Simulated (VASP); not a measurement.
MgO: single point with PBE

Crystal: MgO.

```
CELL_PARAMETERS angstrom
3.28822 0.00000 0.00000
-1.64411 2.84768 0.00000
0.00000 0.00000 5.03437
ATOMIC_POSITIONS crystal
Mg 0.33333 0.66667 0.99016
Mg 0.66667 0.33333 0.49016
O 0.33333 0.66667 0.38484
O 0.66667 0.33333 0.88484
```

```
Program                : VASP 6.6.1
Task                   : single point
Functional             : PBE
Potentials or basis    : VASP PAW PBE potentials, release 64 (Mg, O)
Cutoff                 : 520 eV
k mesh                 : 6 × 6 × 4
Occupations            : gaussian, width 0.01 eV
Spin                   : no spin polarisation
Dipole correction      : no
Further INCAR settings : ALGO = Normal; EDIFF = 1e-07; NBANDS = 16
```

```json
{
  "Pressure": "3.5 GPa",
  "Largest force": "0.015 eV/Å",
  "Band gap on the k mesh": "3.54 eV, direct"
}
```

Forces in eV/Å, atoms in the order of the input:
```
Mg   0.000  0.000 -0.015
Mg   0.000  0.000 -0.015
O    0.000  0.000  0.015
O    0.000  0.000  0.015
```

Levels at points of the mesh, in eV from the valence-band top:
| k point | band 4 | band 5 | band 6 | band 7 | band 8 | band 9 | band 10 | band 11 | band 12 | band 13 |
| --- | --- | --- | --- | --- | --- | --- | --- | --- | --- | --- |
| (0.00, 0.00, 0.00) | -0.68 | -0.68 | -0.36 | -0.36 | 0.00 | 3.54 | 8.57 | 10.31 | 14.29 | 14.29 |
| (0.50, 0.00, 0.00) | -2.17 | -1.70 | -1.21 | -0.79 | -0.46 | 7.87 | 8.08 | 9.30 | 10.79 | 13.00 |
| (0.00, 0.00, 0.50) | -2.00 | -0.52 | -0.52 | -0.52 | -0.52 | 6.02 | 6.02 | 13.19 | 13.19 | 14.78 |
| (0.50, 0.00, 0.50) | -3.09 | -0.86 | -0.86 | -0.69 | -0.69 | 7.43 | 7.43 | 10.87 | 10.87 | 13.69 |

Run time: 6.7 s on 1 thread of Intel(R) Xeon(R) 6975P-C (Granite Rapids) (shared host), peak memory 0.15 GiB.

Expect the measured gap to be larger: semilocal functionals such as PBE lack the derivative discontinuity.
